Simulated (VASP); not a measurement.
A run of VASP 6.6.1:

Contents of POSCAR:

```
Ga4SbAs3
1.0
    4.0964439607      0.0000000000      0.0000000000
    0.0000000000      4.0964439607      0.0000000000
    0.0000000000      0.0000000000     11.5381501036
As Ga Sb
3 4 1
Direct
    0.0000000000      0.0000000000      0.2407500745
    0.5000000000      0.5000000000      0.0000000000
    0.0000000000      0.0000000000      0.7592499255
    0.0000000000      0.5000000000      0.1202596113
    0.5000000000      0.0000000000      0.8797403887
    0.0000000000      0.5000000000      0.6387057181
    0.5000000000      0.0000000000      0.3612942819
    0.5000000000      0.5000000000      0.5000000000
```

Contents of INCAR.step1:

```
  PREC = Accurate
  ENCUT = 550
  ISMEAR = -1
  SIGMA = 0.02
  LREAL = F
  LASPH = T
  NELM = 120
  NBANDS = 46
  GGA = PE
  ALGO = Normal
  EDIFF = 1E-5
  LWAVE = T
  LCHARG = F
  GGA_COMPAT = F
```

The input INCAR.step2:

```
  PREC = Accurate
  ENCUT = 550
  EDIFF = 1E-6
  ISMEAR = -1
  SIGMA = 0.02
  LREAL = F
  LASPH = T
  NELM = 120
  ALGO = Normal
  ISIF = 2
  LWAVE = F
  LCHARG = T
  METAGGA = R2SCAN
  LMIXTAU = T
  LELF = T
  LVHAR = T
  NBANDS = 46
  ISTART = 1
  GGA_COMPAT = F
```

KPOINTS

```
Automatic mesh
0
Gamma
  6 6 2
```

Potentials or basis: VASP PAW PBE potentials, release 64 (As, Ga_d, Sb).

Run with:

```bash
$ cat potpaw_PBE.64/As/POTCAR potpaw_PBE.64/Ga_d/POTCAR potpaw_PBE.64/Sb/POTCAR > POTCAR
$ cp INCAR.step1 INCAR
$ mpirun -np 1 vasp_std > vasp.out
$ cp INCAR.step2 INCAR
$ mpirun -np 1 vasp_std > vasp.out
```

Hardware: 1 thread of Intel Xeon 6975P-C (shared host).

**Question.** How long does it take, and how much memory?

**Answer.** It took 9.3 min on 1 thread of Intel Xeon 6975P-C (shared host), peak memory 0.44 GiB. Counts: k points 20.
